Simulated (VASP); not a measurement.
The system is Nb.

```xyz
1
Lattice="-1.3637 1.3637 2.3949 1.3637 -1.3637 2.3949 1.3637 1.3637 -2.3949" Properties=species:S:1:pos:R:3 pbc="T T T"
Nb    0.0000    0.0000    0.0000
```

| Property | Result |
| --- | --- |
| Program | VASP 6.6.1 |
| Task | relaxation of cell and atoms |
| Functional | PBEsol |
| Potentials or basis | VASP PAW PBE potentials, release 64 (Nb_sv) |
| Cutoff | 500 eV |
| k mesh | 28 × 28 × 28 |
| Occupations | gaussian, width 0.1 eV |
| Spin | no spin polarisation |

At the start: pressure -0.1 GPa; volume 17.82 Å³/atom.

Question: Where does the relaxation end?

Answer: Over 5 steps the energy falls by 2.9 meV/atom; space group I4/mmm (No. 139, to 0.1 Å) before and after.

The path:
| step | energy change (eV) | largest force (eV/Å) | pressure (GPa) | volume (Å³) |
| --- | --- | --- | --- | --- |
| 1 | 0.0000 | 0.0000 | -0.09 | 17.82 |
| 2 | -0.0029 | 0.0000 | 0.28 | 17.79 |
| 3 | -0.0029 | 0.0000 | 0.25 | 17.79 |
| 4 | -0.0029 | 0.0000 | -0.46 | 17.86 |
| 5 | -0.0029 | 0.0000 | 0.00 | 17.82 |

Final structure:
```
Nb
1.0
    -1.35485    1.35485    2.42634
     1.35485   -1.35485    2.42634
     1.35485    1.35485   -2.42634
Nb
1
Direct
  0.00000 0.00000 0.00000
```

Caveat: the PAW data sets were made with another functional, which shifts forces and pressure a little.
